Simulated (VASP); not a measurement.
The system is Ga.

```
CELL_PARAMETERS angstrom
1.38300 -4.02650 0.00000
1.38300 4.02650 0.00000
-0.11745 0.00000 3.32993
ATOMIC_POSITIONS crystal
Ga 0.86900 0.13100 0.25000
Ga 0.13100 0.86900 0.75000
```

Program: VASP 6.6.1. Alike in all runs: no spin polarisation; cell as given; k mesh 14 × 14 × 11; cutoff (eV) 520; smearing fermi-dirac 0.05 eV.

**Question.** Order these runs on this cell by their pressure, lowest first.
A. level LDA; potentials or basis VASP PAW LDA potentials, release 64 (Ga_d)
B. level PBE; potentials or basis VASP PAW PBE potentials, release 64 (Ga_d)
C. level PBEsol; potentials or basis VASP PAW PBE potentials, release 64 (Ga_d)

**Answer.** A (-3.9 GPa), C (-1.8 GPa), B (1.9 GPa).

Caveats: the PAW data sets were made with another functional, which shifts forces and pressure a little (some runs).
